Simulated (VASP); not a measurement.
Here is a VASP 6.6.1 calculation.

Contents of INCAR:

```
ALGO     = Normal         # electronic algorithm
EDIFF    = 1E-6           # SCF threshold, eV
ENCUT    = 520            # plane-wave cutoff, eV
GGA      = PS             # functional
ISIF     = 2              # what is computed and relaxed
ISMEAR   = 0              # smearing method
LASPH    = T              # aspherical terms in the spheres
LCHARG   = T              # write CHGCAR
LELF     = T              # ELF
LREAL    = F              # projectors in reciprocal space
LVHAR    = T            
LWAVE    = F              # write WAVECAR
NBANDS   = 15             # bands
NELM     = 80             # most SCF steps
PREC     = Accurate       # precision mode
SIGMA    = 0.05           # smearing width, eV
```

KPOINTS

```
k-points
0
Gamma
  12 12 12
```

POSCAR

```
ZrC
1.0
    0.0000000000      2.3345844199      2.3345844199
    2.3345844199      0.0000000000      2.3345844199
    2.3345844199      2.3345844199      0.0000000000
Zr C
1 1
Direct
    0.5042834176      0.5042834176      0.4957165824
    0.0000000000      0.0000000000      0.0000000000
```

Potentials or basis: VASP PAW PBE potentials, release 64 (Zr_sv, C).

Launch:

```console
$ cat potpaw_PBE.64/Zr_sv/POTCAR potpaw_PBE.64/C/POTCAR > POTCAR
$ mpirun -np 1 vasp_std > vasp.out
```

What does it give for the band gap on the k mesh?

Zero (band 8 reaches 10.67 eV, above the bottom of band 9 at 9.35 eV).

What does it give for the pressure?

0.4 GPa.

Estimate the largest force.

0.148 eV/Å.

Forces on the atoms (eV/Å):
```
Zr   0.000  0.000 -0.148
C    0.000  0.000  0.148
```

Caveat: the cell differs from its parent crystal (atom 1 (Zr) moved 0.02 Å along z); the PAW data sets were made with another functional, which shifts forces and pressure a little.
